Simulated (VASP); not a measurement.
Input of a VASP 6.6.1 run:

The input INCAR:

```
ALGO = Normal ; EDIFF = 1E-6
ENCUT = 520 ; GGA = PS
ISIF = 2 ; ISMEAR = -1
LASPH = T ; LCHARG = T
LELF = T ; LREAL = F
LVHAR = T ; LWAVE = F
NBANDS = 20 ; NELM = 80
PREC = Accurate ; SIGMA = 0.05
```

Contents of KPOINTS:

```
k-points
0
Gamma
  10 10 10
```

POSCAR

```
TaRu
1.0
    3.1401695931      0.0000000000      0.0000000000
    0.0000000000      3.1401695931      0.0000000000
    0.0000000000      0.0000000000      3.1401695931
Ta Ru
1 1
Direct
    0.5000000000      0.5000000000      0.5000000000
    0.0000000000      0.0000000000      0.0000000000
```

Potentials or basis: VASP PAW PBE potentials, release 64 (Ta_pv, Ru_pv).

Command:

```bash
$ cat potpaw_PBE.64/Ta_pv/POTCAR potpaw_PBE.64/Ru_pv/POTCAR > POTCAR
$ mpirun -np 1 vasp_std > vasp.out
```

(1) What does it give for the pressure?

## Answers

(1) 0.2 GPa.

Caveat: the PAW data sets were made with another functional, which shifts forces and pressure a little.
